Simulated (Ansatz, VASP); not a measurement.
Ti3H in VASP and in Ansatz

The input INCAR:

```
PREC = Accurate
ENCUT = 520
EDIFF = 1E-6
ISMEAR = 0
SIGMA = 0.1
LREAL = F
LASPH = T
NELM = 100
ALGO = Normal
ISIF = 2
LWAVE = F
LCHARG = T
LDIPOL = T
IDIPOL = 3
DIPOL = 0.5 0.5 0.331
GGA = PE
LELF = T
LVHAR = T
LVACPOTAV = T
NBANDS = 47
```

The input KPOINTS:

```
Automatic mesh
0
Gamma
  6 6 1
```

The input POSCAR:

```
Ti3H
1.0
    4.6039800811      0.0000000000      0.0000000000
   -2.3019900405      3.9871637087      0.0000000000
    0.0000000000      0.0000000000     22.4969948581
Ti H
6 2
Direct
    0.6666666667      0.3333333333      0.1778015253
    0.3333333333      0.6666666667      0.2195752601
    0.0000000000      0.0000000000      0.2613489950
    0.6666666667      0.3333333333      0.2980583739
    0.3333333333      0.6666666667      0.3304600279
    0.0000000000      0.0000000000      0.3776946615
    0.2863074238      0.7136925762      0.4932656529
    0.3803592429      0.6196407571      0.4932656529
```

Input for Ansatz:

```yaml
crystal:
  lattice:
    - [4.6039800811, 0.0, 0.0]
    - [-2.3019900405, 3.9871637087, 0.0]
    - [0.0, 0.0, 22.4969948581]
  atoms:
    - { symbol: Ti, position: [0.6666666667, 0.3333333333, 0.1778015253] }
    - { symbol: Ti, position: [0.3333333333, 0.6666666667, 0.2195752601] }
    - { symbol: Ti, position: [0.0, 0.0, 0.261348995] }
    - { symbol: Ti, position: [0.6666666667, 0.3333333333, 0.2980583739] }
    - { symbol: Ti, position: [0.3333333333, 0.6666666667, 0.3304600279] }
    - { symbol: Ti, position: [0.0, 0.0, 0.3776946615] }
    - { symbol: H, position: [0.2863074238, 0.7136925762, 0.4932656529] }
    - { symbol: H, position: [0.3803592429, 0.6196407571, 0.4932656529] }
basis:
  ecutwfc: 420
kpoints:
  mp_grid: { grid: [6, 6, 1] }
hamiltonian:
  xc: pbe
scf:
  occupations: { method: gaussian, width: 0.1 }
output:
  forces: true
  eigenvalues: true
efield:
  axis: 3
  dipole_correction: true
  ramp_width: 0.04
```

Alike in both runs: task single point; functional PBE; k mesh 6 × 6 × 1; occupations gaussian, width 0.1 eV; no spin polarisation.

|  | VASP | Ansatz |
| --- | --- | --- |
| version | VASP 6.6.1 | Ansatz 0.2.0 |
| potentials or method | VASP PAW PBE potentials, release 64 (Ti_sv, H), cutoff 520 eV | scalar-relativistic, plane waves, PAW |
| valence electrons in the cell | 74 | 74 |

Ansatz gave:

* gap on the k mesh at the Fermi level (eV): none
* rms of the force components (eV/Å): 0.160
* work function, face that differs most (eV): 3.07

Problem. Estimate VASP's values.

Solution. gap on the k mesh at the Fermi level (eV): none; rms of the force components (eV/Å): 0.160; work function, face that differs most (eV): 3.08.

Atom by atom the forces differ by 0.006 eV/Å (rms over components). A gap of «none» marks a metal or a gap that the smearing closes.
